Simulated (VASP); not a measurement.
A run of VASP 6.6.1:

The input INCAR:

```
SYSTEM = SnSe
PREC = Accurate
ENCUT = 520
EDIFF = 1E-7
ISMEAR = -1
SIGMA = 0.05
LREAL = .FALSE.
LASPH = .TRUE.
NELM = 100
ALGO = Normal
ISIF = 2
LWAVE = .FALSE.
LCHARG = .FALSE.
NBANDS = 28
```

File KPOINTS:

```
regular mesh
0
G
  6 6 3
  0 0 0
```

Contents of POSCAR:

```
SnSe
1.0
    4.2853274191      0.0000000000      0.0000000000
    0.0000000000      4.2853274191      0.0000000000
    0.0000000000      0.0000000000     10.9906921300
Sn Se
2 2
Direct
    0.0000000000      0.5000000000      0.6277708900
    0.5000000000      0.0000000000      0.3722291100
    0.0000000000      0.5000000000      0.3839605100
    0.5000000000      0.0000000000      0.6160394900
```

Potentials or basis: VASP PAW LDA potentials, release 64 (Sn_d, Se).

Command:

```console
$ cat potpaw_LDA.64/Sn_d/POTCAR potpaw_LDA.64/Se/POTCAR > POTCAR
$ mpirun -np 1 vasp_std > vasp.out
```

Hardware: 1 thread of Intel(R) Xeon(R) Platinum 8259CL CPU @ 2.50GHz (Skylake/Cascade Lake), on a shared host.

Problem. How long does it take, and how much memory?

Solution. It took 92 s on 1 thread of Intel(R) Xeon(R) Platinum 8259CL CPU @ 2.50GHz (Skylake/Cascade Lake), on a shared host, peak memory 0.28 GiB. Counts: scf iterations 17, k points 20.
